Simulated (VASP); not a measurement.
# Ga4Cu3Se7 (a cell with a defect) in VASP: a series of runs, part 2 of 2

VASP 6.6.1. Earlier steps stand in the parts before.

## (4) Single point, PBEsol, collinear spin

Input file INCAR:

```
SYSTEM = Ga4Cu3Se7
ALGO     = Normal         ! electronic algorithm
EDIFF    = 1E-7           ! SCF threshold, eV
ENCUT    = 520            ! plane-wave cutoff, eV
GGA      = PS             ! functional
ISIF     = 2              ! what is computed and relaxed
ISMEAR   = 0              ! smearing method
ISPIN    = 2              ! spin polarisation
ISYM     = 0            
LASPH    = .TRUE.         ! aspherical terms in the spheres
LCHARG   = .TRUE.         ! write CHGCAR
LELF     = .TRUE.         ! ELF
LMAXMIX  = 4              ! l up to which the mixer works
LORBIT   = 11             ! projections on sites
LREAL    = .FALSE.        ! projectors in reciprocal space
LVHAR    = .TRUE.       
LWAVE    = .FALSE.        ! write WAVECAR
MAGMOM   = 0 0 0.167 0.167 0 0 0.167 0 0 0.167 0.167 0 0.167 0 ! initial moments
NBANDS   = 80             ! bands
NELM     = 150            ! most SCF steps
PREC     = Accurate       ! precision mode
SIGMA    = 0.05           ! smearing width, eV
```

Input file KPOINTS:

```
Automatic mesh
0
Gamma
  1 1 1
  0.25 0.25 0.25
```

Input file POSCAR:

```
Ga4Cu3Se7
1.0
    5.5698670000     -0.0000550000     -0.0000110000
   -0.0000550000      5.5698670000     -0.0000110000
   -0.0000220000     -0.0000220000     11.0708550000
Cu Ga Se
3 4 7
Direct
    0.9919140000      0.9821300000      0.9964990000
    0.0034480000      0.5019480000      0.2526030000
    0.5042810000      0.9975600000      0.7468320000
    0.9956820000      0.9940020000      0.4986990000
    0.4936810000      0.9964240000      0.2517120000
    0.4989270000      0.4979570000      0.9974930000
    0.0053750000      0.4982500000      0.7494120000
    0.2346860000      0.2510960000      0.1232850000
    0.7566120000      0.7434230000      0.1276160000
    0.7381640000      0.2555090000      0.3715270000
    0.2383250000      0.7436920000      0.3780430000
    0.7370800000      0.2417330000      0.8793140000
    0.7398780000      0.7461540000      0.6232530000
    0.2567650000      0.7587110000      0.8758040000
```

Started as:

```
$ cat potpaw_PBE.64/Cu/POTCAR potpaw_PBE.64/Ga_d/POTCAR potpaw_PBE.64/Se/POTCAR > POTCAR
$ mpirun -np 1 vasp_std > vasp.out
```

Run time: 7 min. Hardware: 1 thread of Oxide Virtual Turin-like, shared host; peak memory 0.48 GiB.

It converged, with:

```
Free energy                                           : -57.0701 eV
Pressure                                              : -0.8 GPa
Largest force                                         : 1.121 eV/Å
Band gap on the k mesh                                : 0.22 eV
Net moment                                            : 1.00 μB per cell
Site moments                                          : Cu +0.05, +0.04, +0.06; Ga +0.04, +0.00, +0.01, +0.11; Se +0.03, +0.01, +0.02, +0.04, +0.07, +0.05 (each value once) μB
Valence electrons inside the program's atomic spheres : Cu 10.00, 10.02, 9.94; Ga 11.55, 11.61, 11.66, 11.52; Se 3.85, 3.88, 3.84, 3.86, 3.83 (each value once)
```

Forces in eV/Å, atoms in the order of the input:
```
Cu  -0.042  0.255  0.587
Cu  -0.106 -0.246  0.427
Cu   0.278 -0.252  0.442
Ga  -0.633  0.278 -0.235
Ga  -0.086 -0.049  0.246
Ga  -0.064  0.258  0.998
Ga  -0.195 -0.266 -0.059
Se   0.072 -0.324 -0.433
Se  -0.429  0.168 -0.577
Se   0.483  0.103  0.418
Se   0.520 -0.125 -0.148
Se   0.303 -0.090 -1.076
Se   0.008  0.101  0.075
Se  -0.108  0.191 -0.663
```

Stress tensor (GPa, compression positive):
```
-0.36 -3.14 -0.71
-3.14 -0.48  0.21
-0.71  0.21 -1.51
```

Levels at points of the mesh, in eV from the valence-band top:
Spin up:
| k point | band 60 | band 61 | band 62 | band 63 | band 64 | band 65 | band 66 | band 67 | band 68 | band 69 |
| --- | --- | --- | --- | --- | --- | --- | --- | --- | --- | --- |
| (0.25, 0.25, 0.25) | -0.82 | -0.72 | -0.43 | -0.20 | -0.02 | 0.85 | 1.95 | 2.31 | 2.58 | 3.23 |
Spin down:
```tsv
k point	band 60	band 61	band 62	band 63	band 64	band 65	band 66	band 67
(0.25, 0.25, 0.25)	-0.76	-0.64	-0.38	-0.11	0.22	1.03	2.00	2.35
```

Caveat: the k points lie up to 0.56 Å⁻¹ apart; the PAW data sets were made with another functional, which shifts forces and pressure a little.

## (5) Single point, PBEsol, collinear spin

Input file INCAR:

```
SYSTEM = Ga4Cu3Se7
PREC = Accurate ; ENCUT = 520
EDIFF = 1E-6 ; ISMEAR = -1
SIGMA = 0.05 ; LREAL = .FALSE.
LASPH = .TRUE. ; NELM = 150
ALGO = Normal ; ISIF = 2
LWAVE = .FALSE. ; LCHARG = .FALSE.
ISPIN = 2 ; MAGMOM = 0 0 0.167 0.167 0 0 0.167 0 0 0.167 0.167 0 0.167 0
LORBIT = 11 ; LMAXMIX = 4
GGA = PS ; NBANDS = 80
NELECT = 125.0 ; ISYM = 0
```

KPOINTS is that of step 4.

POSCAR is that of step 4.

Started as:

```
$ cat potpaw_PBE.64/Cu/POTCAR potpaw_PBE.64/Ga_d/POTCAR potpaw_PBE.64/Se/POTCAR > POTCAR
$ mpirun -np 1 vasp_std > vasp.out
```

Run time: 8.2 min. Hardware: 1 thread of Oxide Virtual Turin-like, shared host; peak memory 0.48 GiB.

It converged, with:

```
Free energy                                           : -62.2575 eV
Largest force                                         : 1.455 eV/Å
Net moment                                            : 0.64 μB per cell
Site moments                                          : Cu +0.05, +0.13, +0.00; Ga +0.01, +0.00, -0.00 (each value once); Se +0.05, +0.07, +0.08, +0.02, -0.00, +0.01 (each value once) μB
Valence electrons inside the program's atomic spheres : Cu 9.93, 9.88 (each value once); Ga 11.49, 11.56, 11.61, 11.44; Se 3.79, 3.81, 3.77, 3.82, 3.76 (each value once)
```

Forces on the atoms (eV/Å):
```
Cu  -0.169  0.263  0.547
Cu  -0.135 -0.272  0.416
Cu   0.322 -0.328  0.669
Ga  -1.017 -0.235 -0.465
Ga  -0.069 -0.145  0.425
Ga  -0.062  0.344  1.003
Ga  -0.649  0.489  0.594
Se  -0.168 -0.308 -0.576
Se  -0.106  0.278 -0.588
Se   0.744  0.254  0.361
Se   0.374 -0.036 -0.258
Se   0.523 -0.499 -1.262
Se   0.429  0.027  0.068
Se  -0.017  0.167 -0.933
```

Levels at points of the mesh, in eV from the Fermi level:
Spin up:
| k point | band 61 | band 62 | band 63 | band 64 | band 65 | band 66 |
| --- | --- | --- | --- | --- | --- | --- |
| (0.25, 0.25, 0.25) | -0.47 | -0.26 | -0.09 | 0.32 | 1.20 | 2.34 |
Spin down:
```tsv
k point	band 58	band 59	band 60	band 61	band 62	band 63	band 64	band 65	band 66	band 67
(0.25, 0.25, 0.25)	-1.01	-0.78	-0.56	-0.44	-0.19	0.06	0.35	1.22	2.37	2.72
```

Caveat: the k points lie up to 0.56 Å⁻¹ apart; the cell carries a net charge on a neutralising background, which shifts energy and pressure; the cell is charged against a uniform background, so pressure and absolute levels hang on convention; a moment this small can come from the mesh or the smearing; the PAW data sets were made with another functional, which shifts forces and pressure a little.
